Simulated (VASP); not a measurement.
Wanted: the native input for a VASP 6.6.1 run.

```yaml
Task: single point
Functional: PBE
Potentials_or_basis: VASP PAW PBE potentials, release 64 (W_sv, C)
Cutoff: 520 eV
k_mesh: 8 × 8 × 12
Occupations: gaussian, width 0.1 eV
Spin: no spin polarisation
Dipole_correction: no
Further_INCAR_settings: ALGO = Normal; EDIFF = 1e-07; NBANDS = 23
```

The structure of WC4 lies in POSCAR:

```
WC4
1.0
    2.4049396909     -4.1298872517      0.0000000000
    2.4049396909      4.1298872517      0.0000000000
    0.0000000000      0.0000000000      2.8076958384
W C
1 4
Direct
    0.5000000000      0.5000000000      0.5000000000
    0.5469264731      0.1641119063      0.0000000000
    0.4530735269      0.8358880937      0.0000000000
    0.8358880937      0.4530735269      0.0000000000
    0.1641119063      0.5469264731      0.0000000000
```

The input as run:

INCAR

```
SYSTEM = WC4
PREC = Accurate ; ENCUT = 520
EDIFF = 1E-7 ; ISMEAR = 0
SIGMA = 0.1 ; LREAL = .FALSE.
LASPH = .TRUE. ; NELM = 60
ALGO = Normal ; ISIF = 2
LWAVE = .FALSE. ; LCHARG = .FALSE.
GGA = PE ; NBANDS = 23
```

KPOINTS

```
Automatic mesh
0
G
  8 8 12
  0 0 0
```

Potentials or basis: VASP PAW PBE potentials, release 64 (W_sv, C).

Launch:

```bash
$ cat potpaw_PBE.64/W_sv/POTCAR potpaw_PBE.64/C/POTCAR > POTCAR
$ mpirun -np 1 vasp_std > vasp.out
```

It gave:

```
Pressure               : 0.5 GPa
Largest force          : 0.049 eV/Å
Band gap on the k mesh : zero (band 15 reaches 6.21 eV, above the bottom of band 16 at 4.19 eV)
```

Caveat: spin-orbit coupling is left out, which moves the levels of the heavy elements.

Run time: 98 s on 1 thread of AMD EPYC 9R45 96-Core Processor (Zen 5) (shared host), peak memory 0.27 GiB.
